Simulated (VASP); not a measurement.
Write the native input for VASP 6.6.1 that does the following.

```yaml
Task: single point
Functional: LDA
Potentials_or_basis: VASP PAW LDA potentials, release 64 (Al)
Cutoff: 520 eV
k_mesh: 19 × 19 × 19
Occupations: fermi-dirac, width 0.1 eV
Spin: no spin polarisation
Dipole_correction: no
Further_INCAR_settings: ALGO = Normal; EDIFF = 1e-06; NBANDS = 8
```

The structure of Al lies in POSCAR:

```
Al
1.0
    2.6824252508      0.0000000000      0.0000000000
    0.0000000000      2.6824252508      0.0000000000
    0.0000000000      0.0000000000      2.6824252508
Al
1
Direct
    0.0000000000      0.0000000000      0.0000000000
```

The input as run:

INCAR

```
SYSTEM = Al
PREC = Accurate
ENCUT = 520
EDIFF = 1E-6
ISMEAR = -1
SIGMA = 0.1
LREAL = .False.
LASPH = .True.
NELM = 60
ALGO = Normal
ISIF = 2
LWAVE = .False.
LCHARG = .True.
LELF = .True.
LVHAR = .True.
NBANDS = 8
```

KPOINTS

```
Automatic mesh
0
Gamma
  19 19 19
  0 0 0
```

Potentials or basis: VASP PAW LDA potentials, release 64 (Al).

Run with:

```bash
$ cat potpaw_LDA.64/Al/POTCAR > POTCAR
$ mpirun -np 1 vasp_std > vasp.out
```

Results of the run:

The pressure is 0.1 GPa.

It took 9.6 s on 1 thread of Intel(R) Xeon(R) Platinum 8488C (Sapphire Rapids), with other jobs on the host, peak memory 0.13 GiB.
